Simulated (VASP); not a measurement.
# K (Im-3m) in VASP: further runs, part 2 of 2

VASP 6.6.1.

## 5. Electric field gradients, PBEsol (73.21 Å³/atom)

This run uses another cell than the first one, of 73.21 Å³/atom.

INCAR reads:

```
SYSTEM = K
PREC     = Accurate       ! precision mode
ENCUT    = 520            ! plane-wave cutoff, eV
EDIFF    = 1E-8           ! SCF threshold, eV
ISMEAR   = -1             ! smearing method
SIGMA    = 0.08           ! smearing width, eV
LREAL    = .FALSE.        ! projectors in reciprocal space
LASPH    = .TRUE.         ! aspherical terms in the spheres
NELM     = 100            ! most SCF steps
ALGO     = Normal         ! electronic algorithm
ISIF     = 2              ! what is computed and relaxed
LWAVE    = .FALSE.        ! write WAVECAR
LCHARG   = .FALSE.        ! write CHGCAR
GGA      = PS             ! functional
LEFG     = .TRUE.       
NBANDS   = 10             ! bands
```

KPOINTS reads:

```
Automatic mesh
0
G
  10 10 10
  0 0 0
```

POSCAR reads:

```
K
1.0
   -2.6353382536      2.6353382536      2.6353382536
    2.6353382536     -2.6353382536      2.6353382536
    2.6353382536      2.6353382536     -2.6353382536
K
1
Direct
    0.0000000000      0.0000000000      0.0000000000
```

Potentials or basis: VASP PAW PBE potentials, release 64 (K_sv).

Launch:

```
> cat potpaw_PBE.64/K_sv/POTCAR > POTCAR
> mpirun -np 1 vasp_std > vasp.out
```

OUTCAR:

```text
SYSTEM = K
   PREC = Accurate
   ENCUT = 520
   EDIFF = 1E-8
   ISMEAR = -1
   LREAL = .FALSE.
   LASPH = .TRUE.
   NELM = 100
   ISIF = 2
   GGA = PS

 ion  position               nearest neighbor table
   1  0.000  0.000  0.000-

  LATTYP: Found a body centered cubic cell.
 ALAT       =     5.2706765072

  Lattice vectors:

 A1 = (  -2.6353382536,   2.6353382536,   2.6353382536)
 A2 = (   2.6353382536,  -2.6353382536,   2.6353382536)
 A3 = (   2.6353382536,   2.6353382536,  -2.6353382536)

Analysis of symmetry for initial positions (statically):
=====================================================================
 Subroutine PRICEL returns:
 Original cell was already a primitive cell.

 Routine SETGRP: Setting up the symmetry group for a
 body centered cubic supercell.

[... 493 lines left out ...]
  external PRESSURE =      -1.1155187 kB  Pullay stress =       0.0000000 kB

 VOLUME and BASIS-vectors are now :
 -----------------------------------------------------------------------------
  energy-cutoff  :      520.00
  volume of cell :       73.21
      direct lattice vectors                 reciprocal lattice vectors
    -2.635338254  2.635338254  2.635338254     0.000000000  0.189728965  0.189728965
     2.635338254 -2.635338254  2.635338254     0.189728965  0.000000000  0.189728965
     2.635338254  2.635338254 -2.635338254     0.189728965  0.189728965  0.000000000

 POSITION                                       TOTAL-FORCE (eV/Angst)
 -----------------------------------------------------------------------------------
      0.00000      0.00000      0.00000         0.000000      0.000000      0.000000
 -----------------------------------------------------------------------------------
    total drift:                               -0.000000      0.000000      0.000000

  FREE ENERGIE OF THE ION-ELECTRON SYSTEM (eV)
  ---------------------------------------------------
  free  energy   TOTEN  =        -1.1394026946 eV

  energy  without entropy=       -1.1211724849  energy(sigma->0) =       -1.13028759

 Electric field gradients (V/A^2)
---------------------------------------------------------------------
 ion       V_xx      V_yy      V_zz      V_xy      V_xz      V_yz
---------------------------------------------------------------------
   1       0.000    -0.000    -0.000     0.000     0.000     0.000
---------------------------------------------------------------------

 Electric field gradients after diagonalization (V/A^2)
 (convention: |V_zz| > |V_xx| > |V_yy|)
----------------------------------------------------------------------
 ion       V_xx      V_yy      V_zz     asymmetry (V_yy - V_xx)/ V_zz
----------------------------------------------------------------------
   1      -0.000    -0.000     0.001       0.000
----------------------------------------------------------------------

           NMR quadrupolar parameters

 Cq : quadrupolar parameter    Cq=e*Q*V_zz/h
 eta: asymmetry parameters     (V_yy - V_xx)/ V_zz
 Q  : nuclear electric quadrupole moment in mb (millibarn)
----------------------------------------------------------------------
 ion       Cq(MHz)       eta       Q (mb)
----------------------------------------------------------------------
   1       0.000       0.000       1.000
----------------------------------------------------------------------
```

OSZICAR:

```text
N       E                     dE             d eps       ncg     rms          rms(c)
DAV:   1     0.458975877639E+02    0.45898E+02   -0.35766E+03   940   0.684E+02
DAV:   2     0.384073729629E+00   -0.45514E+02   -0.44960E+02  1004   0.192E+02
DAV:   3    -0.109098645055E+01   -0.14751E+01   -0.14703E+01  1484   0.279E+01
DAV:   4    -0.114060184553E+01   -0.49615E-01   -0.49482E-01  1294   0.400E+00
DAV:   5    -0.114150849664E+01   -0.90665E-03   -0.90654E-03  1464   0.430E-01    0.195E+00
DAV:   6    -0.113975868444E+01    0.17498E-02   -0.34273E-03  1422   0.397E-01    0.126E+00
DAV:   7    -0.113937442444E+01    0.38426E-03   -0.59077E-03  1366   0.483E-01    0.870E-02
DAV:   8    -0.113938773903E+01   -0.13315E-04   -0.40559E-04  1292   0.220E-01    0.268E-02
DAV:   9    -0.113940420054E+01   -0.16462E-04   -0.20597E-05  1202   0.395E-02    0.146E-02
DAV:  10    -0.113940300458E+01    0.11960E-05   -0.52921E-06  1382   0.182E-02    0.280E-03
DAV:  11    -0.113940269597E+01    0.30861E-06   -0.11516E-07  1154   0.280E-03    0.259E-04
DAV:  12    -0.113940268232E+01    0.13651E-07   -0.41263E-09  1028   0.401E-04    0.637E-05
DAV:  13    -0.113940270453E+01   -0.22213E-07   -0.89580E-10   646   0.191E-04    0.556E-05
DAV:  14    -0.113940269458E+01    0.99573E-08   -0.36221E-10   598   0.110E-04
   1 F= -.11394027E+01 E0= -.11302876E+01  d E =-.182302E-01
```

stdout:

```text
POSCAR found type information on POSCAR K
 POSCAR found :  1 types and       1 ions
 scaLAPACK will be used
 -----------------------------------------------------------------------------
|                                                                             |
|                                                                             |
|     You enforced a specific xc type in the INCAR file but a different       |
|     I HOPE YOU KNOW WHAT YOU ARE DOING!                                     |
|                                                                             |
 -----------------------------------------------------------------------------

 LDA part: xc-table for (Slater+PW92), standard interpolation
 POSCAR, INCAR and KPOINTS ok, starting setup
 FFT: planning ... GRIDC
 FFT: planning ... GRID_SOFT
 FFT: planning ... GRID
 WAVECAR not read
 entering main loop
ion   1
```

Wall time 15 s (1 thread of Intel Xeon 6975P-C (Granite Rapids), shared host); peak memory 0.2 GiB.

Results:

* Free energy: -1.1394 eV
* Pressure: -0.1 GPa
* Band gap on the k mesh: zero (an odd number of electrons rules out a gap without spin polarisation)
* Largest electric field gradient by atom: zero within the noise of the run

Caveat: the PAW data sets were made with another functional, which shifts forces and pressure a little.
